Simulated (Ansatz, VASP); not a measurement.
**One calculation of Al3C2, two programs**

```
CELL_PARAMETERS angstrom
5.17753 0.00000 0.00000
-2.58876 4.48387 0.00000
0.00000 0.00000 5.33385
ATOMIC_POSITIONS crystal
Al 0.32590 0.03963 0.25000
Al 0.67410 0.96037 0.75000
Al 0.96037 0.28627 0.25000
Al 0.03963 0.71373 0.75000
Al 0.71373 0.67410 0.25000
Al 0.28627 0.32590 0.75000
C 0.33333 0.66667 0.25000
C 0.66667 0.33333 0.75000
C 0.00000 0.00000 0.00000
C 0.00000 0.00000 0.50000
```

Change from the starting cell: species swapped into the Tm3Ru2 type (P6_3/m, No. 176).

Alike in both runs: functional PBE; k mesh 6 × 6 × 4; occupations gaussian, width 0.1 eV; no spin polarisation.

Ansatz relaxed the structure, and its values are those at the end. VASP's run is a single point on that final structure, the one shown.

```csv
,VASP,Ansatz
version,VASP 6.6.1,Ansatz 0.2.0
potentials or method,"VASP PAW PBE potentials, release 64 (Al, C), cutoff 520 eV","scalar-relativistic, plane waves, PAW"
valence electrons in the cell,34,34
```

|  | VASP | Ansatz | Ansatz less VASP |
| --- | --- | --- | --- |
| gap on the k mesh at the Fermi level (eV) | none | none | - |
| pressure (GPa) | 0.0 | 0.0 | +0.06 |
| rms of the force components (eV/Å) | 0.005 | 0.006 | +0.0015 |

A gap of «none» marks a metal or a gap that the smearing closes.
